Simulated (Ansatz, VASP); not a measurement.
# AlNi: VASP beside Ansatz

```
Al Ni
1.0
     2.02567   -2.02566    0.00003
     2.02514    2.02513   -0.00004
     0.00000   -0.00005    2.86191
Al Ni
1 1
Direct
  0.99999 0.00001 0.00000
  0.50001 0.49999 0.50000
```

Change from the starting cell: atom 2 moved 0.45 Å; relaxed back.

Alike in both runs: functional r2SCAN; k mesh 12 × 12 × 12; occupations gaussian, width 0.15 eV; no spin polarisation.

Ansatz relaxed the structure, and its values are those at the end. VASP's run is a single point on that final structure, the one shown.

|  | VASP | Ansatz |
| --- | --- | --- |
| version | VASP 6.6.1 | Ansatz 0.2.0 |
| potentials or method | VASP PAW PBE potentials, release 64 (Al, Ni), cutoff 520 eV | scalar-relativistic, plane waves, PAW |
| valence electrons in the cell | 13 | 21 |

```tsv
	VASP	Ansatz	Ansatz less VASP
gap on the k mesh at the Fermi level (eV)	none	none	-
pressure (GPa)	-0.3	0.0	+0.26
```

VASP's potentials were made for PBE, not for r2SCAN. A gap of «none» marks a metal or a gap that the smearing closes. The functional is the same, so the differences come from potentials, cutoffs and numerics. VASP's potentials hold 13 valence electrons a cell and Ansatz's 21, so a difference there can come from the potentials and not from the codes.
